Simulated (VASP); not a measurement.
Runs of VASP 6.6.1 on Cu. The structure is that of space group Fm-3m (No. 225), or close to it. The cells are those of the table. 

```csv
task,cell,cutoff (eV),gap on the mesh (eV),pressure (GPa)
single point,"a = 2.550 Å, angles 60.0°, 1 atom",520,none,4.6
single point,"a = 2.530 Å, angles 60.0°, 1 atom",520,none,8.6
relaxation of cell and atoms,"relaxed to 2 GPa from a = 2.556 Å, angles 60.0°, 1 atom",600,none,2.0
relaxation of cell and atoms,"relaxed to 6 GPa from a = 2.556 Å, angles 60.0°, 1 atom",600,none,6.0
relaxation of cell and atoms,"relaxed from a = 2.556 Å, angles 60.0°, 1 atom",600,none,0.0
relaxation of cell and atoms,"relaxed to 4 GPa from a = 2.556 Å, angles 60.0°, 1 atom",600,none,4.1
single point,"a = 2.561 Å, angles 60.0°, 1 atom",520,none,(a)
relaxation of cell and atoms,"relaxed to 8 GPa from a = 2.556 Å, angles 60.0°, 1 atom",600,none,8.0
```

Alike in all rows: level PBE; potentials or basis VASP PAW PBE potentials, release 64 (Cu); no spin polarisation; k mesh 6 × 6 × 6; smearing gaussian 0.01 eV.

**Question.** Estimate the missing entries.

**Answer.** (a) 2.6.

Caveats: all runs use coarse meshes; the cell is relaxed towards a set pressure, so the enthalpy falls and the energy may rise (some runs).

A gap of «none» marks levels without a gap at the run's occupations.
